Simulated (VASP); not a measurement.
# Te2Mo (P6_3/mmc) in VASP: further runs, part 2 of 2

VASP 6.6.1.

### 3 Relaxation of shape and atoms at fixed volume, PBE+D3(BJ) (19.34 Å³/atom)

This run uses another cell than the first one, of 19.34 Å³/atom.

File INCAR:

```
SYSTEM = Te2Mo
  PREC = Accurate
  ENCUT = 600
  EDIFF = 1E-7
  ISMEAR = 0
  SIGMA = 0.05
  LREAL = .False.
  LASPH = .True.
  NELM = 80
  ALGO = Normal
  ISIF = 4
  LWAVE = .False.
  LCHARG = .False.
  GGA = PE
  IVDW = 12
  IBRION = 2
  NSW = 60
  EDIFFG = -0.01
```

File KPOINTS:

```
Automatic mesh
0
Gamma
  10 10 4
  0 0 0
```

File POSCAR:

```
Te2Mo
1.0
    3.2686269096      0.0000000000      0.0000000000
   -1.6343134548      2.8307139392      0.0000000000
    0.0000000000      0.0000000000     12.5419889369
Te Mo
4 2
Direct
    0.3333333333      0.6666666667      0.6059327958
    0.6666666667      0.3333333333      0.1059327958
    0.3333333333      0.6666666667      0.8940672042
    0.6666666667      0.3333333333      0.3940672042
    0.3333333333      0.6666666667      0.2500000000
    0.6666666667      0.3333333333      0.7500000000
```

Potentials or basis: VASP PAW PBE potentials, release 64 (Te, Mo_sv).

The run is started by

```console
$ cat potpaw_PBE.64/Te/POTCAR potpaw_PBE.64/Mo_sv/POTCAR > POTCAR
$ mpirun -np 1 vasp_std > vasp.out
```

Run time: 12 min. Hardware: 1 thread of Intel Xeon Platinum 8488C (Sapphire Rapids), shared host; peak memory 0.39 GiB.

The run converged. Its results:

- Free energy: -37.7399 eV
- Energy gained by relaxing: 7.5 meV/atom
- Ionic steps: 5
- Pressure after relaxing: 21.4 GPa
- Band gap on the k mesh: zero (bands 26 and 27 overlap by 0.69 eV)
- Dispersion energy per atom: -0.694 eV

The path:
| step | energy change (eV) | largest force (eV/Å) | pressure (GPa) | volume (Å³) |
| --- | --- | --- | --- | --- |
| 1 | 0.0000 | 0.7248 | 23.90 | 116.05 |
| 2 | -0.0374 | 0.1648 | 20.70 | 116.05 |
| 3 | -0.0423 | 0.0498 | 21.50 | 116.05 |
| 4 | -0.0447 | 0.0123 | 21.40 | 116.05 |
| 5 | -0.0449 | 0.0001 | 21.37 | 116.05 |

Final structure:
```
Te Mo
1.0
     3.26628    0.00000    0.00000
    -1.63314    2.82868    0.00000
     0.00000    0.00000   12.56001
Te Mo
4 2
Direct
  0.33333 0.66667 0.60348
  0.66667 0.33333 0.10348
  0.33333 0.66667 0.89652
  0.66667 0.33333 0.39652
  0.33333 0.66667 0.25000
  0.66667 0.33333 0.75000
```

Levels at points of the mesh, in eV from the Fermi level:
| k point | band 22 | band 23 | band 24 | band 25 | band 26 | band 27 | band 28 | band 29 | band 30 | band 31 |
| --- | --- | --- | --- | --- | --- | --- | --- | --- | --- | --- |
| (0.00, 0.00, 0.00) | -1.42 | -1.29 | -1.29 | -0.19 | 0.27 | 2.80 | 2.80 | 2.87 | 2.87 | 3.37 |
| (0.50, 0.00, 0.00) | -2.83 | -2.01 | -1.98 | -1.39 | -0.06 | 1.00 | 1.29 | 1.40 | 1.92 | 2.22 |
| (0.00, 0.00, 0.50) | -1.35 | -1.35 | -1.35 | -0.01 | -0.01 | 2.81 | 2.81 | 2.81 | 2.81 | 3.65 |
| (0.50, 0.00, 0.50) | -3.16 | -1.90 | -1.90 | -0.77 | -0.77 | 1.31 | 1.31 | 1.46 | 1.46 | 2.99 |

Caveat: spin-orbit coupling is left out, which moves the levels of the heavy elements.

### 4 Relaxation of shape and atoms at fixed volume, PBE+D3(BJ) (20.31 Å³/atom)

This run uses another cell than the first one, of 20.31 Å³/atom.

INCAR is that of step 3.

KPOINTS is that of step 3.

File POSCAR:

```
Te2Mo
1.0
    3.3219966694      0.0000000000      0.0000000000
   -1.6609983347      2.8769335070      0.0000000000
    0.0000000000      0.0000000000     12.7493496166
Te Mo
4 2
Direct
    0.3333333333      0.6666666667      0.6085473844
    0.6666666667      0.3333333333      0.1085473844
    0.3333333333      0.6666666667      0.8914526156
    0.6666666667      0.3333333333      0.3914526156
    0.3333333333      0.6666666667      0.2500000000
    0.6666666667      0.3333333333      0.7500000000
```

The run is started by

```console
$ cat potpaw_PBE.64/Te/POTCAR potpaw_PBE.64/Mo_sv/POTCAR > POTCAR
$ mpirun -np 1 vasp_std > vasp.out
```

Wall time 12 min (1 thread of Intel Xeon Platinum 8488C (Sapphire Rapids), shared host); peak memory 0.4 GiB.

It converged, with:

| Property | Result |
| --- | --- |
| Free energy | -38.3843 eV |
| Energy gained by relaxing | 8.0 meV/atom |
| Ionic steps | 5 |
| Pressure after relaxing | 14.4 GPa |
| Band gap on the k mesh | zero (bands 26 and 27 overlap by 0.31 eV) |
| Dispersion energy per atom | -0.661 eV |

Forces in eV/Å, atoms in the order of the input:
```
Te   0.000  0.000  0.003
Te   0.000  0.000  0.003
Te   0.000  0.000 -0.003
Te   0.000  0.000 -0.003
Mo   0.000  0.000  0.000
Mo   0.000  0.000  0.000
```

Step by step:
```
step  energy change (eV)  largest force (eV/Å)  pressure (GPa)  volume (Å³)
   1              0.0000                0.7044           16.96       121.85
   2             -0.0407                0.0825           14.00       121.85
   3             -0.0432                0.0650           14.54       121.85
   4             -0.0478                0.0157           14.40       121.85
   5             -0.0482                0.0025           14.37       121.85
```

Final structure:
```
CELL_PARAMETERS angstrom
3.32272 0.00000 0.00000
-1.66136 2.87756 0.00000
0.00000 0.00000 12.74377
ATOMIC_POSITIONS crystal
Te 0.33333 0.66667 0.60583
Te 0.66667 0.33333 0.10583
Te 0.33333 0.66667 0.89417
Te 0.66667 0.33333 0.39417
Mo 0.33333 0.66667 0.25000
Mo 0.66667 0.33333 0.75000
```

Levels at points of the mesh, in eV from the Fermi level:
| k point | band 23 | band 24 | band 25 | band 26 | band 27 | band 28 | band 29 | band 30 |
| --- | --- | --- | --- | --- | --- | --- | --- | --- |
| (0.00, 0.00, 0.00) | -1.30 | -1.30 | -0.21 | 0.15 | 2.72 | 2.72 | 2.82 | 2.82 |
| (0.50, 0.00, 0.00) | -1.88 | -1.80 | -1.27 | -0.19 | 1.02 | 1.18 | 1.29 | 1.84 |
| (0.00, 0.00, 0.50) | -1.35 | -1.35 | -0.07 | -0.07 | 2.75 | 2.75 | 2.75 | 2.75 |
| (0.50, 0.00, 0.50) | -1.76 | -1.76 | -0.76 | -0.76 | 1.21 | 1.21 | 1.44 | 1.44 |

Caveat: spin-orbit coupling is left out, which moves the levels of the heavy elements.

### 5 Relaxation of shape and atoms at fixed volume, PBE+D3(BJ) (25.14 Å³/atom)

File INCAR:

```
  PREC = Accurate
  ENCUT = 600
  EDIFF = 1E-6
  ISMEAR = 0
  SIGMA = 0.05
  LREAL = F
  LASPH = T
  NELM = 100
  ALGO = Normal
  ISIF = 4
  LWAVE = F
  LCHARG = F
  GGA = PE
  IVDW = 12
  IBRION = 2
  NSW = 60
  EDIFFG = -0.01
```

File KPOINTS:

```
Automatic mesh
0
Gamma
  10 10 2
```

File POSCAR:

```
Te2Mo
1.0
    3.5424404325      0.0000000000      0.0000000000
   -1.7712202163      3.0678434059      0.0000000000
    0.0000000000      0.0000000000     13.8814667433
Te Mo
4 2
Direct
    0.3333333333      0.6666666667      0.6173449712
    0.6666666667      0.3333333333      0.1173449712
    0.3333333333      0.6666666667      0.8826550288
    0.6666666667      0.3333333333      0.3826550288
    0.3333333333      0.6666666667      0.2500000000
    0.6666666667      0.3333333333      0.7500000000
```

The run is started by

```console
$ cat potpaw_PBE.64/Te/POTCAR potpaw_PBE.64/Mo_sv/POTCAR > POTCAR
$ mpirun -np 1 vasp_std > vasp.out
```

It took 6.4 min on 1 thread of Intel Xeon Platinum 8488C (Sapphire Rapids), shared host; peak memory 0.38 GiB.

Results (log left out):

```yaml
Free_energy: -39.2020 eV
Energy_gained_by_relaxing: 7.0 meV/atom
Ionic_steps: 5
Pressure_after_relaxing: -1.4 GPa
Largest_force_after_relaxing: 0.009 eV/Å
Band_gap_on_the_k_mesh: 0.72 eV (least direct gap 1.15 eV)
Dispersion_energy_per_atom: -0.533 eV
```

Forces on the atoms (eV/Å):
```
Te   0.000  0.000 -0.009
Te   0.000  0.000 -0.009
Te   0.000  0.000  0.009
Te   0.000  0.000  0.009
Mo   0.000  0.000  0.000
Mo   0.000  0.000  0.000
```

Stress tensor (GPa, compression positive):
```
-1.47  0.00  0.00
 0.00 -1.47  0.00
 0.00  0.00 -1.39
```

Step by step:
```
step  energy change (eV)  largest force (eV/Å)  pressure (GPa)  volume (Å³)
   1              0.0000                0.4878           -3.85       150.86
   2             -0.0278                0.1078           -2.41       150.86
   3             -0.0280                0.0690           -2.29       150.86
   4             -0.0364                0.0390           -1.98       150.86
   5             -0.0419                0.0089           -1.44       150.86
```

Final structure:
```cif
data_structure
_symmetry_space_group_name_H-M 'P 1'
_symmetry_Int_Tables_number 1
_cell_length_a 3.5230
_cell_length_b 3.5230
_cell_length_c 14.0350
_cell_angle_alpha 90.000
_cell_angle_beta 90.000
_cell_angle_gamma 120.000
_cell_volume 150.86
loop_
_atom_site_label
_atom_site_type_symbol
_atom_site_fract_x
_atom_site_fract_y
_atom_site_fract_z
_atom_site_occupancy
Te1 Te 0.33333 0.66667 0.62078 1
Te2 Te 0.66667 0.33333 0.12078 1
Te3 Te 0.33333 0.66667 0.87922 1
Te4 Te 0.66667 0.33333 0.37922 1
Mo1 Mo 0.33333 0.66667 0.25000 1
Mo2 Mo 0.66667 0.33333 0.75000 1
```

Levels at points of the mesh, in eV from the valence-band top:
| k point | band 24 | band 25 | band 26 | band 27 | band 28 | band 29 |
| --- | --- | --- | --- | --- | --- | --- |
| (0.00, 0.00, 0.00) | -0.97 | -0.33 | 0.00 | 2.91 | 2.91 | 3.04 |
| (0.50, 0.00, 0.00) | -0.93 | -0.57 | -0.28 | 1.29 | 1.34 | 1.47 |
| (0.00, 0.00, 0.50) | -0.99 | -0.08 | -0.08 | 2.94 | 2.94 | 2.94 |
| (0.50, 0.00, 0.50) | -0.93 | -0.42 | -0.42 | 1.31 | 1.31 | 1.65 |

Caveat: spin-orbit coupling is left out, which moves the levels of the heavy elements.

### 6 The runs side by side

| task | cell | k mesh | cutoff (eV) | gap on the mesh (eV) | pressure (GPa) | largest force (eV/Å) |
| --- | --- | --- | --- | --- | --- | --- |
| single point | a = 3.523, b = 3.523, c = 14.034 Å, angles 90.0, 90.0, 120.0°, 6 atoms, atomic positions A | 10 × 10 × 2 | 520 | 0.72 | -1.5 | 0.01 |
| relaxation of shape and atoms at fixed volume | relaxed from a = 3.269, b = 3.269, c = 12.542 Å, angles 90.0, 90.0, 120.0°, 6 atoms, atomic positions B | 10 × 10 × 4 | 600 | none | 21.4 | - |
| relaxation of shape and atoms at fixed volume | relaxed from a = 3.322, b = 3.322, c = 12.749 Å, angles 90.0, 90.0, 120.0°, 6 atoms, atomic positions C | 10 × 10 × 4 | 600 | none | 14.4 | - |
| relaxation of shape and atoms at fixed volume | relaxed from a = 3.542, b = 3.542, c = 13.881 Å, angles 90.0, 90.0, 120.0°, 6 atoms, atomic positions D | 10 × 10 × 2 | 600 | 0.72 | -1.4 | 0.01 |

Alike in all rows: level PBE+D3(BJ); potentials or basis VASP PAW PBE potentials, release 64 (Te, Mo_sv); no spin polarisation; smearing gaussian 0.05 eV.

Caveats: spin-orbit coupling is left out, which moves the levels of the heavy elements.

Absolute energies hang on the potentials; compare differences alone.
